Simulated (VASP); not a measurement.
# NiSb (F-43m) in VASP: notebook

The runs below take NiSb through single point, relaxation of cell and atoms, with PBE.

All numbers are computed with VASP 6.6.1; they aren't measurements. Logs are shortened: lines on timing, memory, paths and dates and some standing lists are left out, and cuts for length are marked.

## Step 1: The cell of the first run

It takes space group F-43m (No. 216, cubic). The conventional cell has a = 5.707 Å, b = 5.707 Å, c = 5.707 Å, α = 90.00°, β = 90.00°, γ = 90.00°. Ni (site symmetry -43m) has 4 Sb at 2.47 Å within 3.3 Å. Sb (site symmetry -43m) has 4 Ni at 2.47 Å within 3.3 Å.

## Step 2: Single point, PBE

The input, INCAR:

```
SYSTEM = NiSb
ALGO = Normal ; EDIFF = 1E-7
ENCUT = 520 ; GGA = PE
ISIF = 2 ; ISMEAR = 0
LASPH = .TRUE. ; LCHARG = .FALSE.
LREAL = .FALSE. ; LWAVE = .FALSE.
NBANDS = 14 ; NELM = 80
PREC = Accurate ; SIGMA = 0.1
```

The input, KPOINTS:

```
k-points
0
G
  6 6 6
  0 0 0
```

The input, POSCAR:

```
NiSb
1.0
    0.0000000000      2.8533720845      2.8533720845
    2.8533720845      0.0000000000      2.8533720845
    2.8533720845      2.8533720845      0.0000000000
Ni Sb
1 1
Direct
    0.0000000000      0.0000000000      0.0000000000
    0.7500000000      0.7500000000      0.7500000000
```

Potentials or basis: VASP PAW PBE potentials, release 64 (Ni, Sb).

The run is started by

```console
$ cat potpaw_PBE.64/Ni/POTCAR potpaw_PBE.64/Sb/POTCAR > POTCAR
$ mpirun -np 1 vasp_std > vasp.out
```

OUTCAR:

```text
SYSTEM = NiSb
   EDIFF = 1E-7
   ENCUT = 520
   GGA = PE
   ISIF = 2
   ISMEAR = 0
   LASPH = .TRUE.
   LREAL = .FALSE.
   NELM = 80
   PREC = Accurate

 ion  position               nearest neighbor table
   1  0.000  0.000  0.000-   2 2.47   2 2.47   2 2.47   2 2.47
   2  0.750  0.750  0.750-   1 2.47   1 2.47   1 2.47   1 2.47

  LATTYP: Found a face centered cubic cell.
 ALAT       =     5.7067441690

  Lattice vectors:

 A1 = (   0.0000000000,   2.8533720845,   2.8533720845)
 A2 = (   2.8533720845,   0.0000000000,   2.8533720845)
 A3 = (   2.8533720845,   2.8533720845,   0.0000000000)

Analysis of symmetry for initial positions (statically):
=====================================================================
 Subroutine PRICEL returns:
 Original cell was already a primitive cell.

 Routine SETGRP: Setting up the symmetry group for a
 face centered cubic supercell.

 Subroutine GETGRP returns: Found 24 space group operations
 (whereof 24 operations were pure point group operations)
 out of a pool of 48 trial point group operations.

The static configuration has the point symmetry T_d .

Analysis of symmetry for dynamics (positions and initial velocities):
=====================================================================
 Subroutine PRICEL returns:
 Original cell was already a primitive cell.

 Routine SETGRP: Setting up the symmetry group for a
 face centered cubic supercell.

 Subroutine GETGRP returns: Found 24 space group operations
 (whereof 24 operations were pure point group operations)
 out of a pool of 48 trial point group operations.

The dynamic configuration has the point symmetry T_d .

 Subroutine INISYM returns: Found 24 space group operations
 (whereof 24 operations are pure point group operations),
 and found     1 'primitive' translations

----------------------------------------------------------------------------------------

                                     Primitive cell

  volume of cell :      46.4628

  direct lattice vectors                    reciprocal lattice vectors
     0.000000000  2.853372085  2.853372085    -0.175231265  0.175231265  0.175231265
     2.853372085  0.000000000  2.853372085     0.175231265 -0.175231265  0.175231265
     2.853372085  2.853372085  0.000000000     0.175231265  0.175231265 -0.175231265

  length of vectors
     4.035277500  4.035277500  4.035277500     0.303509454  0.303509454  0.303509454

  position of ions in fractional coordinates (direct lattice)
     0.000000000  0.000000000  0.000000000
     0.750000000  0.750000000  0.750000000

  ion indices of the primitive-cell ions
   primitive index   ion index
                 1           1
                 2           2

----------------------------------------------------------------------------------------

 KPOINTS: k-points

Automatic generation of k-mesh.
 Grid dimensions read from file:
 generate k-points for:    6    6    6

 Generating k-lattice:

  Cartesian coordinates                     Fractional coordinates (reciprocal lattice)
    -0.029205211  0.029205211  0.029205211     0.166666667  0.000000000  0.000000000
     0.029205211 -0.029205211  0.029205211     0.000000000  0.166666667  0.000000000
     0.029205211  0.029205211 -0.029205211     0.000000000  0.000000000  0.166666667

  Length of vectors
     0.050584909  0.050584909  0.050584909

  Shift w.r.t. Gamma in fractional coordinates (k-lattice)
     0.000000000  0.000000000  0.000000000

 Subroutine IBZKPT returns following result:
 ===========================================

 Found     16 irreducible k-points:

 Following reciprocal coordinates:
            Coordinates               Weight
  0.000000  0.000000  0.000000      1.000000
  0.166667  0.000000  0.000000      8.000000
  0.333333  0.000000  0.000000      8.000000
  0.500000  0.000000  0.000000      4.000000
  0.166667  0.166667  0.000000      6.000000
  0.333333  0.166667  0.000000     24.000000
[... 8 lines left out ...]
 -0.333333  0.333333  0.166667     24.000000
 -0.333333  0.500000  0.166667     12.000000
   k-points           NKPTS =     16   k-points in BZ     NKDIM =     16   number of bands    NBANDS=     14
   number of dos      NEDOS =    301   number of ions     NIONS =      2
   total plane-waves  NPLWV =  27000
   dimension x,y,z NGX =    30 NGY =   30 NGZ =   30
   dimension x,y,z NGXF=    60 NGYF=   60 NGZF=   60
   ions per type =               1   1
   NGX,Y,Z   is equivalent  to a cutoff of  12.36, 12.36, 12.36 a.u.
   NGXF,Y,Z  is equivalent  to a cutoff of  24.72, 24.72, 24.72 a.u.
 SYSTEM =  NiSb
   PREC   = accura    normal or accurate (medium, high low for compatibility)
   ISTART =      0    job   : 0-new  1-cont  2-samecut
   ICHARG =      2    charge: 1-file 2-atom 10-const
   ISPIN  =      1    spin polarized calculation?
   LNONCOLLINEAR =      F non collinear calculations
   LSORBIT =      F    spin-orbit coupling
   LASPH  =      T    aspherical Exc in radial PAW
   ENCUT  =  520.0 eV  38.22 Ry    6.18 a.u.   7.50  7.50  7.50*2*pi/ulx,y,z
   NELM   =     80;   NELMIN=  2; NELMDL= -5     # of ELM steps
   EDIFF  = 0.1E-06   stopping-criterion for ELM
   LREAL  =      F    real-space projection
   EDIFFG = 0.1E-05   stopping-criterion for IOM
   NSW    =      0    number of steps for IOM
   IBRION =     -1    ionic relax: 0-MD 1-quasi-New 2-CG
   NFREE  =      0    steps in history (QN), initial steepest desc. (CG)
   ISIF   =      2    stress and relaxation
   ISYM   =      2    0-nonsym 1-usesym 2-fastsym
   POTIM  = 0.5000    time-step for ionic-motion
   TEBEG  =    0.0;   TEEND  =   0.0 temperature during run
   PSTRESS=    0.0 pullay stress
   NELECT =      15.0000    total number of electrons
   NUPDOWN=      -1.0000    fix difference up-down
   EMIN   =  10.00;   EMAX   =-10.00  energy-range for DOS
   EFERMI =   0.00;   METHOD = LEGACY
   ISMEAR =     0;   SIGMA  =   0.10  broadening in eV -4-tet -1-fermi 0-gaus
   EFERMI_NEDOS =   21; number of points for ismear=-14 and -15
   IALGO  =     38    algorithm
   IMIX   =      4    mixing-type and parameters
     AMIX     =   0.40;   BMIX     =  1.00
     AMIX_MAG =   1.60;   BMIX_MAG =  1.00
  volume/ion in A,a.u.               =      23.23       156.77
  Fermi-wavevector in a.u.,A,eV,Ry     =   1.123061  2.122278 17.160579  1.261267
  Thomas-Fermi vector in A             =   2.259725
   LORBIT       =      0    0 simple, 1 ext, 2 COOP (PROOUT), +10 PAW based schemes
   GGA     = PE    functional components
   LHFCALC =     F    Hartree Fock is set to
   AEXX    =    0.0000 exact exchange contribution
   IVDW    =     0    specifies the selected vdW correction
   LEPSILON=     F    determine dielectric tensor
   LRPA    =     F    only Hartree local field effects (RPA)
 non-spin polarized calculation
 Gauss-broadening in eV      SIGMA  =   0.10
  energy-cutoff  :      520.00
  volume of cell :       46.46
 maximum number of plane-waves:      1272
   NGX = 15   NGY = 15   NGZ = 15

 number of electron      14.9999990 magnetization

 Free energy of the ion-electron system (eV)
  ---------------------------------------------------
  ext. energy  EPLUGINS =         0.00000000
  ---------------------------------------------------
  free energy    TOTEN  =        -9.26458639 eV

  energy without entropy =       -9.25588096  energy(sigma->0) =       -9.26023367

 E-fermi :   5.9339     XC(G=0):  -9.8530

 val. band max:        5.8842497235   @ k =   0.5000   0.3333   0.0000
 cond. band min:       6.0422065291   @ k =  -0.3333   0.3333   0.1667
 fundamental gap:      0.1579568056
 Fermi energy:         5.9338821855

 k-point     1 :       0.0000    0.0000    0.0000
  band No.  band energies     occupation
      1      -4.9912      2.00000
      2       3.1953      2.00000
      3       3.1953      2.00000
      4       3.1953      2.00000
      5       4.2366      2.00000
      6       4.2366      2.00000
      7       9.2719      0.00000
      8       9.2719      0.00000
      9       9.2719      0.00000
     10      11.2129      0.00000
     11      12.0928      0.00000
     12      12.0928      0.00000
     13      12.0928      0.00000
     14      15.1857      0.00000

 k-point     2 :       0.1667    0.0000    0.0000
  band No.  band energies     occupation
      1      -4.6943      2.00000
      2       2.9196      2.00000
      3       3.2447      2.00000
      4       3.2447      2.00000
      5       4.2194      2.00000
      6       4.2194      2.00000
      7       7.0064      0.00000
      8       8.7016      0.00000
      9       8.7016      0.00000
     10      11.2933      0.00000
     11      12.7346      0.00000
     12      12.7346      0.00000
     13      13.6284      0.00000
     14      15.9681      0.00000

 k-point     3 :       0.3333    0.0000    0.0000
  band No.  band energies     occupation
      1      -3.9405      2.00000
      2       2.0268      2.00000
      3       3.3206      2.00000
      4       3.3206      2.00000
      5       4.2318      2.00000
      6       4.2318      2.00000
      7       4.9490      2.00000
      8       7.9192      0.00000
      9       7.9192      0.00000
     10      10.8879      0.00000
     11      12.9321      0.00000
     12      12.9321      0.00000
     13      14.6450      0.00000
     14      16.8134      0.00000

 k-point     4 :       0.5000    0.0000    0.0000
  band No.  band energies     occupation
      1      -3.4112      2.00000
      2       1.2765      2.00000
      3       3.3416      2.00000
      4       3.3416      2.00000
      5       4.2711      2.00000
      6       4.2711      2.00000
      7       4.3715      2.00000
      8       7.5937      0.00000
      9       7.5937      0.00000
     10      10.7490      0.00000
     11      12.7503      0.00000
     12      12.7503      0.00000
     13      14.3324      0.00000
     14      18.9404      0.00000

 k-point     5 :       0.1667    0.1667    0.0000
  band No.  band energies     occupation
      1      -4.5941      2.00000
      2       2.8705      2.00000
      3       3.2633      2.00000
      4       3.2633      2.00000
      5       4.1556      2.00000
      6       4.2581      2.00000
      7       7.5534      0.00000
      8       7.8220      0.00000
      9       7.8220      0.00000
     10      10.9241      0.00000
     11      12.5218      0.00000
[... 140 lines left out ...]
 k-point    14 :       0.5000    0.3333    0.1667
  band No.  band energies     occupation
      1      -3.3608      2.00000
      2       2.0292      2.00000
      3       3.0559      2.00000
      4       3.4914      2.00000
      5       4.1472      2.00000
      6       4.2688      2.00000
      7       4.9332      2.00000
      8       5.3956      2.00000
      9       6.5647      0.00000
     10      11.9264      0.00000
     11      12.3785      0.00000
     12      13.3550      0.00000
     13      16.6277      0.00000
     14      17.2411      0.00000

 k-point    15 :      -0.3333    0.3333    0.1667
  band No.  band energies     occupation
      1      -2.9648      2.00000
      2       1.9459      2.00000
      3       2.6814      2.00000
      4       3.5624      2.00000
      5       4.0811      2.00000
      6       4.2601      2.00000
      7       4.5227      2.00000
      8       5.1969      2.00000
      9       6.0422      0.12554
     10      12.1210      0.00000
     11      12.7165      0.00000
     12      14.7833      0.00000
     13      15.4003      0.00000
     14      17.1234      0.00000

 k-point    16 :      -0.3333    0.5000    0.1667
  band No.  band energies     occupation
      1      -2.7876      2.00000
      2       1.7604      2.00000
      3       2.9750      2.00000
      4       3.7371      2.00000
      5       4.1845      2.00000
      6       4.2145      2.00000
      7       4.3762      2.00000
      8       4.8851      2.00000
      9       5.4635      2.00000
     10      11.5144      0.00000
     11      11.9611      0.00000
     12      15.5183      0.00000
     13      15.7903      0.00000
     14      20.0521      0.00000

------------------------ aborting loop because EDIFF is reached ----------------------------------------

  FORCE on cell =-STRESS in cart. coord.  units (eV):
  Direction    XX          YY          ZZ          XY          YZ          ZX
  --------------------------------------------------------------------------------------
  -------------------------------------------------------------------------------------
  Total       -0.0101591     -0.0101591     -0.0101591      0.0000000      0.0000000      0.0000000
  in kB       -0.3503157     -0.3503157     -0.3503157      0.0000000      0.0000000      0.0000000
  external PRESSURE =      -0.3503157 kB  Pullay stress =       0.0000000 kB

 VOLUME and BASIS-vectors are now :
 -----------------------------------------------------------------------------
  energy-cutoff  :      520.00
  volume of cell :       46.46
      direct lattice vectors                 reciprocal lattice vectors
     0.000000000  2.853372085  2.853372085    -0.175231265  0.175231265  0.175231265
     2.853372085  0.000000000  2.853372085     0.175231265 -0.175231265  0.175231265
     2.853372085  2.853372085  0.000000000     0.175231265  0.175231265 -0.175231265

 POSITION                                       TOTAL-FORCE (eV/Angst)
 -----------------------------------------------------------------------------------
      0.00000      0.00000      0.00000         0.000000      0.000000     -0.000000
      4.28006      4.28006      4.28006        -0.000000     -0.000000      0.000000
 -----------------------------------------------------------------------------------
    total drift:                               -0.000002     -0.000002     -0.000001

  FREE ENERGIE OF THE ION-ELECTRON SYSTEM (eV)
  ---------------------------------------------------
  free  energy   TOTEN  =        -9.2645863859 eV

  energy  without entropy=       -9.2558809574  energy(sigma->0) =       -9.26023367
```

It took 36 s on 1 thread of Intel Xeon 8259CL, shared host; peak memory 0.17 GiB.

Results:

| Quantity | Value |
| --- | --- |
| Free energy | -9.2646 eV |
| Pressure | 0.0 GPa |
| Band gap on the k mesh | zero (an odd number of electrons rules out a gap without spin polarisation) |

Caveat: spin-orbit coupling is left out, which moves the levels of the heavy elements; an odd number of electrons without spin polarisation forces a metal; a magnetic or distorted state may lie lower. Spin polarisation is off, so any magnetic state and its effect on volume and gap are missing.

(Part 1 of 2 ends here.)

The gap in the log of VASP goes by the Fermi energy; the results here count the filled bands.